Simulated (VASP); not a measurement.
Runs of VASP 6.6.1 on SiC. The structure is cubic, space group F-43m (No. 216). Conventional cell: a = 4.360 Å, b = 4.360 Å, c = 4.360 Å, α = 90.00°, β = 90.00°, γ = 90.00°. Si (site symmetry -43m) has 4 C at 1.89 Å within 2.5 Å. C (site symmetry -43m) has 4 Si at 1.89 Å within 2.5 Å. 

```tsv
level	potentials or basis	k mesh	cutoff (eV)	grid for exact exchange (PRECFOCK)	share of exact exchange	screening parameter	gap on the mesh (eV)	pressure (GPa)
PBE0	VASP PAW PBE potentials, release 64 (Si, C)	6 × 6 × 6	520	Normal	0.25	-	2.98	(b)
r2SCAN	VASP PAW PBE potentials, release 64 (Si, C)	8 × 8 × 8	660	-	-	-	1.73	-1.0
HSE06	VASP PAW PBE potentials, release 64 (Si, C)	6 × 6 × 6	520	Normal	0.25	0.2079 1/Å	2.23	(a)
PBE	VASP PAW PBE potentials, release 64 (Si, C)	8 × 8 × 8	600	-	-	-	1.36	2.8
LDA	VASP PAW LDA potentials, release 64 (Si, C)	8 × 8 × 8	600	-	-	-	1.31	(c)
```

Alike in all rows: task single point; no spin polarisation; cell as given; smearing gaussian 0.01 eV.

Q: Fill in the values left out.

A: (a) -2.1; (b) -2.3; (c) -4.5.

Caveats: the PAW data sets were made with another functional, which shifts forces and pressure a little (at least some runs); the cell stands under tension (at least some runs).

A k mesh can miss the band edges.
